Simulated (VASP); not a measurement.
A run of VASP 6.6.1 is set up as follows.

File INCAR:

```
SYSTEM = W
ALGO = Normal
EDIFF = 1E-7
EDIFFG = -0.005
ENCUT = 600
GGA = CA
IBRION = 2
ISIF = 3
ISMEAR = -1
LASPH = .True.
LCHARG = .False.
LREAL = .False.
LWAVE = .False.
NELM = 80
NSW = 45
PREC = Accurate
SIGMA = 0.05
```

KPOINTS

```
k-points
0
Gamma
  17 17 9
  0 0 0
```

POSCAR

```
W
1.0
    2.7358079172      0.0000000000      0.0000000000
   -1.3679039586      2.3692791561      0.0000000000
    0.0000000000      0.0000000000      4.8533940508
W
2
Direct
    0.3333333333      0.6666666667      0.2500000000
    0.6666666667      0.3333333333      0.7500000000
```

Potentials or basis: VASP PAW LDA potentials, release 64 (W_sv).

Launch:

```console
$ cat potpaw_LDA.64/W_sv/POTCAR > POTCAR
$ mpirun -np 1 vasp_std > vasp.out
```

Question: Estimate the space group after relaxing (to 0.1 Å).

Answer: P6_3/mmc (No. 194).

Question: What does it give for the relaxed cell?

Answer: a = 2.742 Å, b = 2.742 Å, c = 4.861 Å, α = 90.00°, β = 90.00°, γ = 120.00°.

Question: Estimate the band gap on the k mesh.

Answer: Zero (bands 14 and 15 overlap by 1.77 eV).

The path:
```csv
step,energy change (eV),largest force (eV/Å),pressure (GPa),volume (Å³)
1,0.0000,0.0000,1.89,31.46
2,0.0123,0.0000,-6.23,32.31
3,-0.0011,0.0000,-0.02,31.65
```

Caveat: spin-orbit coupling is left out, which moves the levels of the heavy elements.
